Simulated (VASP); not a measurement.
# Ir (I4/mmm) in VASP: single point with PBEsol

Aim: the single point of Ir with PBEsol.

Everything below comes from runs of VASP 6.6.1. Logs are shortened: lines on timing, memory, paths and dates and some standing lists are left out, and cuts for length are marked.

## 1. The cell of the first run

Symmetry: I4/mmm, No. 139, tetragonal system. Conventional cell: a = 2.701 Å, b = 2.701 Å, c = 8.513 Å, α = 90.00°, β = 90.00°, γ = 90.00°. Ir (site symmetry 4mm) has 9 Ir at 2.45 to 2.70 Å within 3.2 Å.

## 2. Single point, PBEsol

Input file INCAR:

```
SYSTEM = Ir
PREC = Accurate
ENCUT = 520
EDIFF = 1E-7
ISMEAR = 0
SIGMA = 0.1
LREAL = .False.
LASPH = .True.
NELM = 80
ALGO = Fast
ISIF = 2
LWAVE = .False.
LCHARG = .False.
GGA = PS
NBANDS = 16
```

Input file KPOINTS:

```
Automatic mesh
0
Gamma
  28 28 28
  0 0 0
```

Input file POSCAR:

```
Ir
1.0
   -1.3503727123      1.3503727123      4.2563030030
    1.3503727123     -1.3503727123      4.2563030030
    1.3503727123      1.3503727123     -4.2563030030
Ir
2
Direct
    0.8562701713      0.8562701713      0.0000000000
    0.1437298287      0.1437298287      0.0000000000
```

Potentials or basis: VASP PAW PBE potentials, release 64 (Ir).

Run with:

```console
$ cat potpaw_PBE.64/Ir/POTCAR > POTCAR
$ mpirun -np 1 vasp_std > vasp.out
```

OUTCAR:

```text
SYSTEM = Ir
   PREC = Accurate
   ENCUT = 520
   EDIFF = 1E-7
   ISMEAR = 0
   LREAL = .False.
   LASPH = .True.
   NELM = 80
   ISIF = 2
   GGA = PS

 ion  position               nearest neighbor table
   1  0.856  0.856  0.000-   2 2.45   2 2.63   2 2.63   2 2.63   2 2.63
   2  0.144  0.144  0.000-   1 2.45   1 2.63   1 2.63   1 2.63   1 2.63

  LATTYP: Found a body centered tetragonal cell.
 ALAT       =     2.7007454246
 C/A-ratio  =     3.1519468397

  Lattice vectors:

 A1 = (  -1.3503727123,   1.3503727123,   4.2563030030)
 A2 = (   1.3503727123,  -1.3503727123,   4.2563030030)
 A3 = (   1.3503727123,   1.3503727123,  -4.2563030030)

Analysis of symmetry for initial positions (statically):
=====================================================================
 Subroutine PRICEL returns:
 Original cell was already a primitive cell.

 Routine SETGRP: Setting up the symmetry group for a
 body centered tetragonal supercell.

 Subroutine GETGRP returns: Found 16 space group operations
 (whereof 16 operations were pure point group operations)
 out of a pool of 16 trial point group operations.

The static configuration has the point symmetry D_4h.

Analysis of symmetry for dynamics (positions and initial velocities):
=====================================================================
 Subroutine PRICEL returns:
 Original cell was already a primitive cell.

 Routine SETGRP: Setting up the symmetry group for a
 body centered tetragonal supercell.

 Subroutine GETGRP returns: Found 16 space group operations
 (whereof 16 operations were pure point group operations)
 out of a pool of 16 trial point group operations.

The dynamic configuration has the point symmetry D_4h.

 Subroutine INISYM returns: Found 16 space group operations
 (whereof 16 operations are pure point group operations),
 and found     1 'primitive' translations

----------------------------------------------------------------------------------------

                                     Primitive cell

  volume of cell :      31.0456

  direct lattice vectors                    reciprocal lattice vectors
    -1.350372712  1.350372712  4.256303003     0.000000000  0.370268146  0.117472840
     1.350372712 -1.350372712  4.256303003     0.370268146  0.000000000  0.117472840
     1.350372712  1.350372712 -4.256303003     0.370268146  0.370268146  0.000000000

  length of vectors
     4.665096803  4.665096803  4.665096803     0.388456391  0.388456391  0.523638233

  position of ions in fractional coordinates (direct lattice)
     0.856270171  0.856270171  0.000000000
     0.143729829  0.143729829  0.000000000

  ion indices of the primitive-cell ions
   primitive index   ion index
                 1           1
                 2           2

----------------------------------------------------------------------------------------

 KPOINTS: Automatic mesh

Automatic generation of k-mesh.
 Grid dimensions read from file:
 generate k-points for:   28   28   28

 Generating k-lattice:

  Cartesian coordinates                     Fractional coordinates (reciprocal lattice)
     0.000000000  0.013223862  0.004195459     0.035714286  0.000000000  0.000000000
     0.013223862  0.000000000  0.004195459     0.000000000  0.035714286  0.000000000
     0.013223862  0.013223862  0.000000000     0.000000000  0.000000000  0.035714286

  Length of vectors
     0.013873443  0.013873443  0.018701365

  Shift w.r.t. Gamma in fractional coordinates (k-lattice)
     0.000000000  0.000000000  0.000000000

 Subroutine IBZKPT returns following result:
 ===========================================

 Found   1639 irreducible k-points:

 Following reciprocal coordinates:
            Coordinates               Weight
  0.000000  0.000000  0.000000      1.000000
  0.035714  0.000000 -0.000000      8.000000
  0.071429  0.000000 -0.000000      8.000000
  0.107143 -0.000000  0.000000      8.000000
  0.142857  0.000000 -0.000000      8.000000
  0.178571  0.000000  0.000000      8.000000
[... 16 lines left out ...]
  0.285714  0.035714  0.000000     16.000000
  0.321429  0.035714  0.000000     16.000000
 [... further k-points ...]
   k-points           NKPTS =   1639   k-points in BZ     NKDIM =   1639   number of bands    NBANDS=     16
   number of dos      NEDOS =    301   number of ions     NIONS =      2
   total plane-waves  NPLWV =  46656
   dimension x,y,z NGX =    36 NGY =   36 NGZ =   36
   dimension x,y,z NGXF=    72 NGYF=   72 NGZF=   72
   ions per type =               2
   NGX,Y,Z   is equivalent  to a cutoff of  12.83, 12.83, 12.83 a.u.
   NGXF,Y,Z  is equivalent  to a cutoff of  25.66, 25.66, 25.66 a.u.
 SYSTEM =  Ir
   PREC   = accura    normal or accurate (medium, high low for compatibility)
   ISTART =      0    job   : 0-new  1-cont  2-samecut
   ICHARG =      2    charge: 1-file 2-atom 10-const
   ISPIN  =      1    spin polarized calculation?
   LNONCOLLINEAR =      F non collinear calculations
   LSORBIT =      F    spin-orbit coupling
   LASPH  =      T    aspherical Exc in radial PAW
   ENCUT  =  520.0 eV  38.22 Ry    6.18 a.u.   8.67  8.67  8.67*2*pi/ulx,y,z
   NELM   =     80;   NELMIN=  2; NELMDL= -5     # of ELM steps
   EDIFF  = 0.1E-06   stopping-criterion for ELM
   LREAL  =      F    real-space projection
   EDIFFG = 0.1E-05   stopping-criterion for IOM
   NSW    =      0    number of steps for IOM
   IBRION =     -1    ionic relax: 0-MD 1-quasi-New 2-CG
   NFREE  =      0    steps in history (QN), initial steepest desc. (CG)
   ISIF   =      2    stress and relaxation
   ISYM   =      2    0-nonsym 1-usesym 2-fastsym
   POTIM  = 0.5000    time-step for ionic-motion
   TEBEG  =    0.0;   TEEND  =   0.0 temperature during run
   PSTRESS=    0.0 pullay stress
   NELECT =      18.0000    total number of electrons
   NUPDOWN=      -1.0000    fix difference up-down
   EMIN   =  10.00;   EMAX   =-10.00  energy-range for DOS
   EFERMI =   0.00;   METHOD = LEGACY
   ISMEAR =     0;   SIGMA  =   0.10  broadening in eV -4-tet -1-fermi 0-gaus
   EFERMI_NEDOS =   21; number of points for ismear=-14 and -15
   IALGO  =     68    algorithm
   IMIX   =      4    mixing-type and parameters
     AMIX     =   0.40;   BMIX     =  1.00
     AMIX_MAG =   1.60;   BMIX_MAG =  1.00
  volume/ion in A,a.u.               =      15.52       104.75
  Fermi-wavevector in a.u.,A,eV,Ry     =   1.365104  2.579672 25.354576  1.863509
  Thomas-Fermi vector in A             =   2.491362
   LORBIT       =      0    0 simple, 1 ext, 2 COOP (PROOUT), +10 PAW based schemes
   GGA     = PS    functional components
   LHFCALC =     F    Hartree Fock is set to
   AEXX    =    0.0000 exact exchange contribution
   IVDW    =     0    specifies the selected vdW correction
   LEPSILON=     F    determine dielectric tensor
   LRPA    =     F    only Hartree local field effects (RPA)
 non-spin polarized calculation
 RMM-DIIS sequential band-by-band and
 Gauss-broadening in eV      SIGMA  =   0.10
  energy-cutoff  :      520.00
  volume of cell :       31.05
 maximum number of plane-waves:       851
   NGX = 17   NGY = 17   NGZ = 17

 number of electron      18.0000001 magnetization

 Free energy of the ion-electron system (eV)
  ---------------------------------------------------
  ext. energy  EPLUGINS =         0.00000000
  ---------------------------------------------------
  free energy    TOTEN  =       -18.78173579 eV

  energy without entropy =      -18.77211528  energy(sigma->0) =      -18.77692553

 E-fermi :   8.7987     XC(G=0): -13.4296

 val. band max:        8.7983580730   @ k =  -0.3571  -0.3571   0.2143
 cond. band min:       8.8010826405   @ k =   0.2143   0.2143  -0.0000
 fundamental gap:      0.0027245675
 Fermi energy:         8.7986747755

 k-point     1 :       0.0000    0.0000    0.0000
  band No.  band energies     occupation
      1      -1.5770      2.00000
      2       2.0268      2.00000
      3       2.3024      2.00000
      4       4.0285      2.00000
      5       4.7139      2.00000
      6       6.5722      2.00000
[... 8 lines left out ...]
     15      25.5084      0.00000
     16      27.1870      0.00000

 k-point     2 :       0.0357    0.0000   -0.0000
  band No.  band energies     occupation
      1      -1.5374      2.00000
      2       2.0558      2.00000
      3       2.3228      2.00000
      4       4.0471      2.00000
      5       4.7236      2.00000
      6       6.5415      2.00000
[... 8 lines left out ...]
     15      25.5511      0.00000
     16      26.3514      0.00000

 k-point     3 :       0.0714    0.0000   -0.0000
  band No.  band energies     occupation
      1      -1.4201      2.00000
      2       2.1257      2.00000
      3       2.3984      2.00000
      4       4.0962      2.00000
      5       4.7572      2.00000
      6       6.4371      2.00000
[... 8 lines left out ...]
     15      25.3554      0.00000
     16      25.6758      0.00000

 k-point     4 :       0.1071   -0.0000    0.0000
  band No.  band energies     occupation
      1      -1.2297      2.00000
      2       2.1975      2.00000
      3       2.5598      2.00000
      4       4.1530      2.00000
      5       4.8309      2.00000
      6       6.2218      2.00000
[... 8 lines left out ...]
     15      24.4415      0.00000
     16      25.8725      0.00000

 k-point     5 :       0.1429    0.0000   -0.0000
  band No.  band energies     occupation
      1      -0.9741      2.00000
      2       2.2552      2.00000
      3       2.8074      2.00000
      4       4.1767      2.00000
      5       4.9721      2.00000
      6       5.9043      2.00000
[... 8 lines left out ...]
     15      23.5806      0.00000
     16      26.1270      0.00000

 k-point     6 :       0.1786    0.0000    0.0000
  band No.  band energies     occupation
      1      -0.6647      2.00000
      2       2.3040      2.00000
      3       3.1105      2.00000
      4       4.1294      2.00000
      5       5.1863      2.00000
      6       5.6115      2.00000
[... 8 lines left out ...]
     15      22.7711      0.00000
     16      26.3960      0.00000

 k-point     7 :       0.2143    0.0000   -0.0000
  band No.  band energies     occupation
      1      -0.3172      2.00000
      2       2.3425      2.00000
      3       3.4226      2.00000
      4       4.0176      2.00000
      5       5.2476      2.00000
      6       5.6595      2.00000
[... 8 lines left out ...]
     15      22.0269      0.00000
     16      26.0960      0.00000

 k-point     8 :       0.2500    0.0000    0.0000
  band No.  band energies     occupation
      1       0.0485      2.00000
      2       2.3598      2.00000
      3       3.6029      2.00000
      4       3.9895      2.00000
      5       5.1382      2.00000
      6       6.0363      2.00000
[... 8 lines left out ...]
     15      21.3676      0.00000
     16      25.8060      0.00000

 k-point     9 :       0.2857    0.0000   -0.0000
  band No.  band energies     occupation
      1       0.4087      2.00000
      2       2.3362      2.00000
      3       3.5305      2.00000
      4       4.2032      2.00000
      5       5.0882      2.00000
      6       5.9114      2.00000
[... 8 lines left out ...]
     15      20.8352      0.00000
     16      25.5445      0.00000
[... 172 lines left out ...]
 k-point    19 :       0.1429    0.0357   -0.0000
  band No.  band energies     occupation
      1      -0.9080      2.00000
      2       2.2738      2.00000
      3       2.7895      2.00000
      4       4.2079      2.00000
      5       4.9877      2.00000
      6       5.7855      2.00000
[... 8 lines left out ...]
     15      23.7209      0.00000
     16      25.6010      0.00000

 k-point    20 :       0.1786    0.0357    0.0000
  band No.  band energies     occupation
      1      -0.5936      2.00000
      2       2.3191      2.00000
      3       3.0819      2.00000
      4       4.1418      2.00000
      5       5.2263      2.00000
      6       5.5112      2.00000
[... 8 lines left out ...]
     15      22.9305      0.00000
     16      25.7771      0.00000

 k-point    21 :       0.2143    0.0357   -0.0000
  band No.  band energies     occupation
      1      -0.2424      2.00000
      2       2.3535      2.00000
      3       3.3806      2.00000
      4       4.0087      2.00000
      5       5.2891      2.00000
      6       5.5994      2.00000
[... 8 lines left out ...]
     15      22.1963      0.00000
     16      25.8443      0.00000

 k-point    22 :       0.2500    0.0357    0.0000
  band No.  band energies     occupation
      1       0.1253      2.00000
      2       2.3646      2.00000
      3       3.5460      2.00000
      4       3.9744      2.00000
      5       5.1943      2.00000
      6       5.8580      2.00000
[... 8 lines left out ...]
     15      21.5373      0.00000
     16      25.7515      0.00000

 k-point    23 :       0.2857    0.0357    0.0000
  band No.  band energies     occupation
      1       0.4859      2.00000
      2       2.3309      2.00000
      3       3.4795      2.00000
      4       4.1830      2.00000
      5       5.1631      2.00000
      6       5.7981      2.00000
[... 8 lines left out ...]
     15      20.9930      0.00000
     16      25.5898      0.00000

 k-point    24 :       0.3214    0.0357    0.0000
  band No.  band energies     occupation
      1       0.8149      2.00000
      2       2.2374      2.00000
      3       3.4202      2.00000
      4       4.4101      2.00000
      5       5.2017      2.00000
      6       5.7032      2.00000
[... 8 lines left out ...]
     15      20.7827      0.00000
     16      25.4270      0.00000

 [... further k-points ...]
[... 5 lines left out ...]
  --------------------------------------------------------------------------------------
  -------------------------------------------------------------------------------------
  Total        0.1248143      0.1248143      0.1523602      0.0000000      0.0000000     -0.0000000
  in kB        6.4413234      6.4413234      7.8628922      0.0000000      0.0000000     -0.0000000
  external PRESSURE =       6.9151796 kB  Pullay stress =       0.0000000 kB

 VOLUME and BASIS-vectors are now :
 -----------------------------------------------------------------------------
  energy-cutoff  :      520.00
  volume of cell :       31.05
      direct lattice vectors                 reciprocal lattice vectors
    -1.350372712  1.350372712  4.256303003     0.000000000  0.370268146  0.117472840
     1.350372712 -1.350372712  4.256303003     0.370268146  0.000000000  0.117472840
     1.350372712  1.350372712 -4.256303003     0.370268146  0.370268146  0.000000000

 POSITION                                       TOTAL-FORCE (eV/Angst)
 -----------------------------------------------------------------------------------
      0.00000      0.00000      7.28909         0.000000      0.000000      0.044646
      0.00000      0.00000      1.22352        -0.000000     -0.000000     -0.044646
 -----------------------------------------------------------------------------------
    total drift:                                0.000000      0.000000     -0.000000

  FREE ENERGIE OF THE ION-ELECTRON SYSTEM (eV)
  ---------------------------------------------------
  free  energy   TOTEN  =       -18.7817357900 eV

  energy  without entropy=      -18.7721152787  energy(sigma->0) =      -18.77692553
```

Wall time 50 min (1 thread of Intel Xeon Platinum 8259CL at 2.50GHz (Skylake/Cascade Lake), shared host); peak memory 0.81 GiB.

What came out:

```
Free energy            : -18.7817 eV
Pressure               : 0.7 GPa
Largest force          : 0.045 eV/Å
Band gap on the k mesh : zero (band 9 reaches 10.48 eV, above the bottom of band 10 at 7.78 eV)
```

Forces in eV/Å, atoms in the order of the input:
```
Ir   0.000  0.000  0.045
Ir   0.000  0.000 -0.045
```

Stress tensor (GPa, compression positive):
```
0.64 0.00 0.00
0.00 0.64 0.00
0.00 0.00 0.79
```

Levels at points of the mesh, in eV from the Fermi level:
| k point | band 7 | band 8 | band 9 | band 10 | band 11 | band 12 |
| --- | --- | --- | --- | --- | --- | --- |
| (0.00, 0.00, 0.00) | -2.23 | -0.94 | -0.94 | -0.75 | 0.91 | 1.01 |
| (0.50, 0.00, 0.00) | -2.57 | -1.85 | -0.40 | 0.72 | 2.59 | 2.66 |
| (0.50, 0.50, 0.00) | 0.55 | 1.59 | 1.68 | 1.85 | 2.51 | 6.94 |
| (0.50, 0.50, 0.50) | -3.64 | -0.55 | -0.20 | 0.66 | 1.37 | 1.37 |

Caveat: the PAW data sets were made with another functional, which shifts forces and pressure a little; spin-orbit coupling is left out, which moves the levels of the heavy elements.
